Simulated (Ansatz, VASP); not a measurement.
**PtS2 in VASP and in Ansatz**

```
CELL_PARAMETERS angstrom
3.32620 0.00000 0.00000
-1.66310 2.88057 0.00000
0.00000 0.00000 6.65910
ATOMIC_POSITIONS crystal
Pt 0.00000 0.00000 0.00000
S 0.33333 0.66667 0.20695
S 0.66667 0.33333 0.79305
```

Alike in both runs: functional PBE; k mesh 9 × 9 × 4; occupations gaussian, width 0.05 eV; no spin polarisation.

Ansatz relaxed the structure, and its values are those at the end. VASP's run is a single point on that final structure, the one shown.

```csv
,VASP,Ansatz
version,VASP 6.6.1,Ansatz 0.2.0
potentials or method,"VASP PAW PBE potentials, release 64 (Pt, S), cutoff 520 eV","scalar-relativistic, plane waves, PAW"
valence electrons in the cell,22,30
```

VASP gave:

| Property | Result |
| --- | --- |
| gap on the k mesh at the Fermi level (eV) | 1.28 |
| least direct gap on the mesh (eV) | 1.55 |
| pressure (GPa) | 8.7 |
| rms of the force components (eV/Å) | 0.024 |

Task: Estimate Ansatz's values.

Result: gap on the k mesh at the Fermi level (eV): 1.28; least direct gap on the mesh (eV): 1.55; pressure (GPa): 9.1; rms of the force components (eV/Å): 0.001.

The functional is the same, so the differences come from potentials, cutoffs and numerics. VASP's potentials hold 22 valence electrons a cell and Ansatz's 30, so a difference there can come from the potentials and not from the codes. Ansatz's warnings: stress scf threshold loose.

Neither program's run includes spin-orbit coupling.
